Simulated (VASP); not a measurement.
# GaN (F-43m) in VASP: a series of runs, part 2 of 2

VASP 6.6.1. Earlier steps stand in the parts before.

### Step 3. Single point, PBE, non-collinear spin, zero start, spin-orbit coupling

The input, INCAR:

```
PREC = Accurate ; ENCUT = 600
EDIFF = 1E-6 ; ISMEAR = 0
SIGMA = 0.1 ; LREAL = F
LASPH = T ; NELM = 200
ALGO = Normal ; ISIF = 2
LWAVE = F ; LCHARG = F
MAGMOM = 0 0 0 0 0 0 ; LORBIT = 11
LSORBIT = T ; GGA_COMPAT = F
LORBMOM = T ; GGA = PE
NBANDS = 30
```

The input, KPOINTS:

```
regular mesh
0
Gamma
  2 2 2
```

The input, POSCAR:

```
GaN
1.0
    0.0000000000      2.2535006075      2.2535006075
    2.2535006075      0.0000000000      2.2535006075
    2.2535006075      2.2535006075      0.0000000000
Ga N
1 1
Direct
    0.0000000000      0.0000000000      0.0000000000
    0.7500000000      0.7500000000      0.7500000000
```

Potentials or basis: VASP PAW PBE potentials, release 64 (Ga_d, N).

On the command line:

```sh
cat potpaw_PBE.64/Ga_d/POTCAR potpaw_PBE.64/N/POTCAR > POTCAR
mpirun -np 1 vasp_ncl > vasp.out
```

Run time: 9.9 s. Hardware: 1 thread of AMD EPYC 9R45 (Zen 5), shared host; peak memory 0.21 GiB.

Results (log left out):

```yaml
Free_energy: -10.4285 eV
Pressure: 8.4 GPa
Net_moment: 0.00 μB per cell
Valence_electrons_inside_the_program's_atomic_spheres: Ga 11.84; N 3.80
```

Moments on the atoms (μB; x, y, z):
```
Ga  0.00 0.00 0.00
N   0.00 0.00 0.00
```

Caveat: the k points lie up to 1.21 Å⁻¹ apart.

### Step 4. Single point, PBE+U

The input, INCAR:

```
PREC = Accurate
ENCUT = 600
EDIFF = 1E-6
ISMEAR = 0
SIGMA = 0.1
LREAL = F
LASPH = T
NELM = 200
ALGO = Normal
ISIF = 2
LWAVE = F
LCHARG = F
LDAU = T
LDAUTYPE = 2
LDAUL = 2 -1
LDAUU = 4.1 0
LDAUJ = 0 0
LDAUPRINT = 1
GGA = PE
NBANDS = 16
GGA_COMPAT = F
```

The input, KPOINTS:

```
Automatic mesh
0
Gamma
  6 6 6
```

POSCAR is that of step 3.

Potentials or basis: VASP PAW PBE potentials, release 64 (Ga_d, N).

On the command line:

```sh
cat potpaw_PBE.64/Ga_d/POTCAR potpaw_PBE.64/N/POTCAR > POTCAR
mpirun -np 1 vasp_std > vasp.out
```

OUTCAR:

```text
PREC = Accurate
   ENCUT = 600
   EDIFF = 1E-6
   ISMEAR = 0
   LREAL = F
   LASPH = T
   NELM = 200
   ISIF = 2
   GGA = PE

 ion  position               nearest neighbor table
   1  0.000  0.000  0.000-   2 1.95   2 1.95   2 1.95   2 1.95
   2  0.750  0.750  0.750-   1 1.95   1 1.95   1 1.95   1 1.95

  LATTYP: Found a face centered cubic cell.
 ALAT       =     4.5070012150

  Lattice vectors:

 A1 = (   0.0000000000,   2.2535006075,   2.2535006075)
 A2 = (   2.2535006075,   0.0000000000,   2.2535006075)
 A3 = (   2.2535006075,   2.2535006075,   0.0000000000)

Analysis of symmetry for initial positions (statically):
=====================================================================
 Subroutine PRICEL returns:
 Original cell was already a primitive cell.

 Routine SETGRP: Setting up the symmetry group for a
 face centered cubic supercell.

 Subroutine GETGRP returns: Found 24 space group operations
 (whereof 24 operations were pure point group operations)
 out of a pool of 48 trial point group operations.

The static configuration has the point symmetry T_d .

Analysis of symmetry for dynamics (positions and initial velocities):
[... 187 lines left out ...]

 E-fermi :   5.4190     XC(G=0): -11.6573

 val. band max:        4.9595794638   @ k =   0.0000   0.0000   0.0000
 cond. band min:       7.0102035013   @ k =   0.0000   0.0000   0.0000
 fundamental gap:      2.0506240375
 Fermi energy:         5.4190233326

 k-point     1 :       0.0000    0.0000    0.0000
  band No.  band energies     occupation
      1     -10.6508      2.00000
      2     -10.2166      2.00000
      3     -10.2166      2.00000
      4     -10.2166      2.00000
      5      -9.8195      2.00000
      6      -9.8195      2.00000
[... 281 lines left out ...]
      3      -9.9927      2.00000
      4      -9.9164      2.00000
      5      -9.7844      2.00000
      6      -6.7650      2.00000
[... 8 lines left out ...]
     15      25.3382      0.00000
     16      27.9590      0.00000

------------------------ aborting loop because EDIFF is reached ----------------------------------------

  FORCE on cell =-STRESS in cart. coord.  units (eV):
  Direction    XX          YY          ZZ          XY          YZ          ZX
  --------------------------------------------------------------------------------------
  -------------------------------------------------------------------------------------
  Total       -0.8766072     -0.8766072     -0.8766072     -0.0000000     -0.0000000     -0.0000000
  in kB      -61.3638487    -61.3638487    -61.3638487     -0.0000000     -0.0000000     -0.0000000
  external PRESSURE =     -61.3638487 kB  Pullay stress =       0.0000000 kB

 VOLUME and BASIS-vectors are now :
 -----------------------------------------------------------------------------
  energy-cutoff  :      600.00
  volume of cell :       22.89
      direct lattice vectors                 reciprocal lattice vectors
     0.000000000  2.253500607  2.253500607    -0.221877020  0.221877020  0.221877020
     2.253500607  0.000000000  2.253500607     0.221877020 -0.221877020  0.221877020
     2.253500607  2.253500607  0.000000000     0.221877020  0.221877020 -0.221877020

 POSITION                                       TOTAL-FORCE (eV/Angst)
 -----------------------------------------------------------------------------------
      0.00000      0.00000      0.00000         0.000000      0.000000     -0.000000
      3.38025      3.38025      3.38025        -0.000000     -0.000000      0.000000
 -----------------------------------------------------------------------------------
    total drift:                               -0.000000     -0.000000     -0.000000

  FREE ENERGIE OF THE ION-ELECTRON SYSTEM (eV)
  ---------------------------------------------------
  free  energy   TOTEN  =       -12.6282622005 eV

  energy  without entropy=      -12.6282622005  energy(sigma->0) =      -12.62826220
```

OSZICAR:

```text
N       E                     dE             d eps       ncg     rms          rms(c)
DAV:   1     0.913072239703E+02    0.91307E+02   -0.10248E+04   576   0.224E+03
DAV:   2    -0.716168246870E+01   -0.98469E+02   -0.92433E+02   552   0.369E+02
DAV:   3    -0.144639782459E+02   -0.73023E+01   -0.72605E+01   648   0.820E+01
DAV:   4    -0.145532192785E+02   -0.89241E-01   -0.89225E-01   592   0.976E+00
DAV:   5    -0.145544174008E+02   -0.11981E-02   -0.11981E-02   640   0.103E+00    0.760E+00
DAV:   6    -0.126203412216E+02    0.19341E+01   -0.48787E+00   784   0.412E+01    0.275E+00
DAV:   7    -0.126318863970E+02   -0.11545E-01   -0.30333E-01   552   0.606E+00    0.173E+00
DAV:   8    -0.126308037920E+02    0.10826E-02   -0.50112E-02   576   0.280E+00    0.633E-01
DAV:   9    -0.126281083419E+02    0.26955E-02   -0.12054E-02   696   0.258E+00    0.168E-01
DAV:  10    -0.126283273008E+02   -0.21896E-03   -0.16174E-03   608   0.609E-01    0.633E-02
DAV:  11    -0.126282569336E+02    0.70367E-04   -0.28344E-04   712   0.227E-01    0.230E-02
DAV:  12    -0.126282622721E+02   -0.53384E-05   -0.27043E-05   576   0.573E-02    0.681E-03
DAV:  13    -0.126282622005E+02    0.71533E-07   -0.11521E-06   600   0.125E-02
   1 F= -.12628262E+02 E0= -.12628262E+02  d E =-.532859E-12
```

Wall time 7.2 s (1 thread of AMD EPYC 9R45 (Zen 5), shared host); peak memory 0.13 GiB.

What came out:

* Free energy: -12.6283 eV
* Pressure: -6.1 GPa
* Band gap on the k mesh: 2.05 eV, direct

Levels at points of the mesh, in eV from the valence-band top:
```tsv
k point	band 5	band 6	band 7	band 8	band 9	band 10	band 11	band 12	band 13	band 14
(0.00, 0.00, 0.00)	-14.78	-14.78	0.00	0.00	0.00	2.05	10.63	10.63	10.63	17.94
(0.50, 0.00, 0.00)	-14.76	-12.51	-6.71	-0.83	-0.83	4.92	8.88	10.41	10.41	15.84
(0.50, 0.50, 0.00)	-14.71	-11.88	-5.89	-2.42	-2.42	3.37	6.75	11.90	14.13	14.13
```

Eigenvalues of the final occupation matrices:
| site | spin | trace | eigenvalues |
| --- | --- | --- | --- |
| site 1 d | 1 | 5.13 | 1.01 1.01 1.04 1.04 1.04 |
| site 1 d | 2 | 5.13 | 1.01 1.01 1.04 1.04 1.04 |

### Step 5. Single point, PBE, collinear spin, ferromagnetic start

The input, INCAR:

```
SYSTEM = GaN
ALGO = Normal ; EDIFF = 1E-6
ENCUT = 600 ; GGA = PE
GGA_COMPAT = .False. ; ISIF = 2
ISMEAR = 0 ; ISPIN = 2
ISYM = 0 ; LASPH = .True.
LCHARG = .False. ; LORBIT = 11
LREAL = .False. ; LWAVE = .False.
MAGMOM = 2 0 ; NBANDS = 20
NELM = 200 ; PREC = Accurate
SIGMA = 0.1
```

The input, KPOINTS:

```
k-points
0
Gamma
  4 1 4
  0 0 0
```

POSCAR is that of step 4.

On the command line:

```sh
cat potpaw_PBE.64/Ga_d/POTCAR potpaw_PBE.64/N/POTCAR > POTCAR
mpirun -np 1 vasp_std > vasp.out
```

Run time: 11 s. Hardware: 1 thread of AMD EPYC 9R45 (Zen 5), shared host; peak memory 0.14 GiB.

Results (log left out):

```yaml
Free_energy: -9.6737 eV
Pressure: 16.9 GPa
Band_gap_on_the_k_mesh: 1.37 eV, direct
Net_moment: 0.00 μB per cell
Valence_electrons_inside_the_program's_atomic_spheres: Ga 11.84; N 3.80
```

Stress tensor (GPa, compression positive):
```
15.43  0.00  4.40
 0.00 19.96  0.00
 4.40  0.00 15.43
```

Levels at points of the mesh, in eV from the valence-band top:
Spin up:
| k point | band 6 | band 7 | band 8 | band 9 | band 10 | band 11 | band 12 | band 13 |
| --- | --- | --- | --- | --- | --- | --- | --- | --- |
| (0.00, 0.00, 0.00) | -13.77 | -0.17 | -0.16 | 0.00 | 1.37 | 9.65 | 9.65 | 9.80 |
| (0.50, 0.00, 0.00) | -12.35 | -7.48 | -1.17 | -1.04 | 4.18 | 8.41 | 9.74 | 9.84 |
| (0.00, 0.00, 0.50) | -12.35 | -7.48 | -1.17 | -1.04 | 4.18 | 8.41 | 9.74 | 9.84 |
| (0.50, 0.00, 0.50) | -11.81 | -6.58 | -2.99 | -2.89 | 2.78 | 6.22 | 11.45 | 13.58 |
Spin down:
```csv
k point,band 6,band 7,band 8,band 9,band 10,band 11,band 12,band 13
"(0.00, 0.00, 0.00)",-13.77,-0.17,-0.16,0.00,1.37,9.65,9.65,9.80
"(0.50, 0.00, 0.00)",-12.35,-7.48,-1.17,-1.04,4.18,8.41,9.74,9.84
"(0.00, 0.00, 0.50)",-12.35,-7.48,-1.17,-1.04,4.18,8.41,9.74,9.84
"(0.50, 0.00, 0.50)",-11.81,-6.58,-2.99,-2.89,2.78,6.22,11.45,13.58
```

Caveat: the k points lie up to 2.41 Å⁻¹ apart.

### Step 6. The runs side by side

| level | spin | U | k mesh | gap on the mesh (eV) | pressure (GPa) | moment (μB) |
| --- | --- | --- | --- | --- | --- | --- |
| PBE | non-collinear, zero start, SOC | - | 2 × 2 × 2 | - | 8.4 | 0.00 |
| PBE+U | off | Ga d U = 4.1 eV | 6 × 6 × 6 | 2.05 | -6.1 | - |
| PBE | collinear, ferromagnetic start | - | 4 × 1 × 4 | 1.37 | 16.9 | 0.00 |

Alike in all rows: task single point; potentials or basis VASP PAW PBE potentials, release 64 (Ga_d, N); cell as given; cutoff (eV) 600; smearing gaussian 0.1 eV.

Caveats: some runs use coarse meshes.

Total energies depend on the potentials used, so only differences within one code and one set of settings carry meaning.
